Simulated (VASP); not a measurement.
Ge, 1 atom in the cell. It takes space group Fm-3m (No. 225, cubic). The conventional cell has a = 4.197 Å, b = 4.197 Å, c = 4.197 Å, α = 90.00°, β = 90.00°, γ = 90.00°. Ge (site symmetry m-3m) has 12 Ge at 2.97 Å within 3.9 Å. 

| Quantity | Value |
| --- | --- |
| Program | VASP 6.6.1 |
| Task | single point |
| Functional | PBE |
| Potentials or basis | VASP PAW PBE potentials, release 64 (Ge_d) |
| Cutoff | 500 eV |
| k mesh | 4 × 4 × 4 |
| Occupations | gaussian, width 0.1 eV |
| Spin | no spin polarisation |
| Dipole correction | no |
| Further INCAR settings | ALGO = Normal; EDIFF = 1e-06; NBANDS = 13 |

Potentials or basis: VASP PAW PBE potentials, release 64 (Ge_d).

Launch:

```bash
$ cat potpaw_PBE.64/Ge_d/POTCAR > POTCAR
$ mpirun -np 1 vasp_std > vasp.out
```

Hardware: 1 thread of Intel Xeon 8259CL, with other jobs on the host.

Q: How long does it take, and how much memory?

A: Wall time 4.9 s on 1 thread of Intel Xeon 8259CL, on a shared host, peak memory 0.13 GiB. Counts: scf iterations 11, k points 8.
